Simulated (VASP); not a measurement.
Write the native input for VASP 6.6.1 that does the following.

| Quantity | Value |
| --- | --- |
| Task | single point |
| Functional | LDA |
| Potentials or basis | VASP PAW LDA potentials, release 64 (Hf_pv, Ta_pv, N) |
| Cutoff | 600 eV |
| k mesh | 7 × 7 × 7 |
| Occupations | fermi-dirac, width 0.01 eV |
| Spin | no spin polarisation |
| Dipole correction | no |
| Further INCAR settings | ALGO = Normal; EDIFF = 1e-06; NBANDS = 24 |

The structure of HfTaN2 lies in POSCAR:

```
HfTaN2
1.0
    1.5863160000      0.9158599696      5.1343890000
   -1.5863160000      0.9158599696      5.1343890000
    0.0000000000     -1.8317199392      5.1343890000
Hf Ta N
1 1 2
Direct
    0.0000000000      0.0000000000      0.0000000000
    0.5000000000      0.5000000000      0.5000000000
    0.2502983333      0.2502983333      0.2502983333
    0.7497016667      0.7497016667      0.7497016667
```

The input as run:

INCAR

```
PREC     = Accurate       # precision mode
ENCUT    = 600            # plane-wave cutoff, eV
EDIFF    = 1E-6           # SCF threshold, eV
ISMEAR   = -1             # smearing method
SIGMA    = 0.01           # smearing width, eV
LREAL    = F              # projectors in reciprocal space
LASPH    = T              # aspherical terms in the spheres
NELM     = 120            # most SCF steps
ALGO     = Normal         # electronic algorithm
ISIF     = 2              # what is computed and relaxed
LWAVE    = F              # write WAVECAR
LCHARG   = F              # write CHGCAR
GGA      = CA             # functional
NBANDS   = 24             # bands
GGA_COMPAT= F
```

KPOINTS

```
regular mesh
0
Gamma
  7 7 7
```

Potentials or basis: VASP PAW LDA potentials, release 64 (Hf_pv, Ta_pv, N).

Command:

```sh
$ cat potpaw_LDA.64/Hf_pv/POTCAR potpaw_LDA.64/Ta_pv/POTCAR potpaw_LDA.64/N/POTCAR > POTCAR
$ mpirun -np 1 vasp_std > vasp.out
```

It gave:

The pressure is -14.4 GPa, the largest force is 0.077 eV/Å and the band gap on the k mesh is zero (an odd number of electrons rules out a gap without spin polarisation).

Caveat: the cell stands under tension; spin-orbit coupling is left out, which moves the levels of the heavy elements; an odd number of electrons without spin polarisation forces a metal; a magnetic or distorted state may lie lower.

Run time: 110 s on 1 thread of AMD EPYC 9R45 (Zen 5) (shared host), peak memory 0.27 GiB.
